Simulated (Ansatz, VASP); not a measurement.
**Os in VASP and in Ansatz**

The input INCAR:

```
  PREC = Accurate
  ENCUT = 520
  EDIFF = 1E-7
  ISMEAR = -1
  SIGMA = 0.05
  LREAL = False
  LASPH = True
  NELM = 150
  ALGO = Normal
  ISIF = 2
  LWAVE = False
  LCHARG = False
  MAGMOM = 0 0 0 0 0 0
  LORBIT = 11
  LSORBIT = True
  GGA_COMPAT = False
  LORBMOM = True
  LMAXMIX = 4
  GGA = PS
  NBANDS = 28
```

Contents of KPOINTS:

```
Automatic mesh
0
Gamma
  11 11 6
```

Contents of POSCAR:

```
Os
1.0
    2.6971481730      0.0000000000      0.0000000000
   -1.3485740865      2.3357988356      0.0000000000
    0.0000000000      0.0000000000      4.2613185190
Os
2
Direct
    0.6666666667      0.3333333333      0.7500000000
    0.3333333333      0.6666666667      0.2500000000
```

The input input.yaml:

```yaml
crystal:
  lattice:
    - [2.697148173, 0.0, 0.0]
    - [-1.3485740865, 2.3357988356, 0.0]
    - [0.0, 0.0, 4.261318519]
  atoms:
    - { symbol: Os, position: [0.6666666667, 0.3333333333, 0.75] }
    - { symbol: Os, position: [0.3333333333, 0.6666666667, 0.25] }
hamiltonian:
  xc: pbesol
  pseudopotentials: { kind: paw_fr }
magnetization:
  noncollinear: true
  spin_orbit: true
kpoints:
  mp_grid: { grid: [11, 11, 6] }
scf:
  occupations: { method: fermi_dirac, width: 0.05 }
output:
  forces: true
  stress: true
  eigenvalues: true
```

Alike in both runs: task single point; functional PBEsol; k mesh 11 × 11 × 6; occupations fermi-dirac, width 0.05 eV; non-collinear spin, spin-orbit coupling.

```csv
,VASP,Ansatz
version,VASP 6.6.1,Ansatz 0.2.0
potentials or method,"VASP PAW PBE potentials, release 64 (Os)",Ansatz PAW
plane-wave cutoff (eV),520,420
valence electrons in the cell,16,32
```

Ansatz gave:

```
pressure (GPa)                                                : 16.3
traceless stress, the component that is largest in VASP (GPa) : 0.56
```

Question: Estimate VASP's values.

Answer: Pressure (GPa): 17.4; traceless stress, the component that is largest in VASP (GPa): 0.56.

VASP's potentials were made for PBE, not for PBEsol. The functional is the same, so the differences come from potentials, cutoffs and numerics. VASP's potentials hold 16 valence electrons a cell and Ansatz's 32, so a difference there can come from the potentials and not from the codes.
